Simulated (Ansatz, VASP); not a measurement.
Two plane-wave programs on ZnH2

File INCAR:

```
SYSTEM = ZnH2
ALGO = Normal
EDIFF = 1E-7
EDIFFG = -0.04
ENCUT = 1230
GGA = PE
GGA_COMPAT = .False.
IBRION = 2
ISIF = 3
ISMEAR = 0
LASPH = .True.
LCHARG = .False.
LREAL = .False.
LWAVE = .False.
NELM = 120
NELMIN = 4
NSW = 90
PREC = Accurate
SIGMA = 0.1
```

File KPOINTS:

```
k-points
0
Gamma
  6 6 6
  0 0 0
```

Contents of POSCAR:

```
ZnH2
1.0
    2.8749536780      0.0000000000      0.0000000000
    0.0000000000      2.8749536780      0.0000000000
    0.0000000000      0.0000000000      3.6148001656
Zn H
1 2
Direct
    0.0000000000      0.0000000000      0.5000000000
    0.0000000000      0.5000000000      0.7509055336
    0.5000000000      0.0000000000      0.2490944664
```

Input for Ansatz:

```yaml
crystal:
  lattice:
    - [2.874953678, 0.0, 0.0]
    - [0.0, 2.874953678, 0.0]
    - [0.0, 0.0, 3.6148001656]
  atoms:
    - { symbol: Zn, position: [0.0, 0.0, 0.5] }
    - { symbol: H, position: [0.0, 0.5, 0.7509055336] }
    - { symbol: H, position: [0.5, 0.0, 0.2490944664] }
basis:
  ecutwfc: 420
kpoints:
  mp_grid: { grid: [6, 6, 6] }
hamiltonian:
  xc: pbe
scf:
  occupations: { method: gaussian, width: 0.1 }
  lower_state_search: "off"
output:
  forces: true
  stress: true
  eigenvalues: true
relax:
  adjacent_minimum: "off"
  f_tol: 0.04
  max_steps: 70
  cell: { stress_tol: 0.4 }
```

Change from the starting cell: the structure that the rattled cell fell into.

Alike in both runs: task relaxation of cell and atoms; functional PBE; k mesh 6 × 6 × 6; occupations gaussian, width 0.1 eV; no spin polarisation.

```csv
,VASP,Ansatz
version,VASP 6.6.1,Ansatz 0.2.0
potentials or method,"VASP PAW PBE potentials, release 64 (Zn, H_h), cutoff 1230 eV","scalar-relativistic, plane waves, PAW"
valence electrons in the cell,14,14
```

Ansatz gave:

* gap on the k mesh at the Fermi level, each at its own relaxed structure (eV): 2.82
* relaxed volume (Å³/atom): 12.54
* relaxed length of the cell vector where the two differ most in proportion (Å): 4.684

Q: What did VASP give for the same quantities?

A: gap on the k mesh at the Fermi level, each at its own relaxed structure (eV): 2.66; relaxed volume (Å³/atom): 12.04; relaxed length of the cell vector where the two differ most in proportion (Å): 4.527.

Noted on VASP's run: the volume moved by over 15 % at a fixed basis, so the end points are rough.
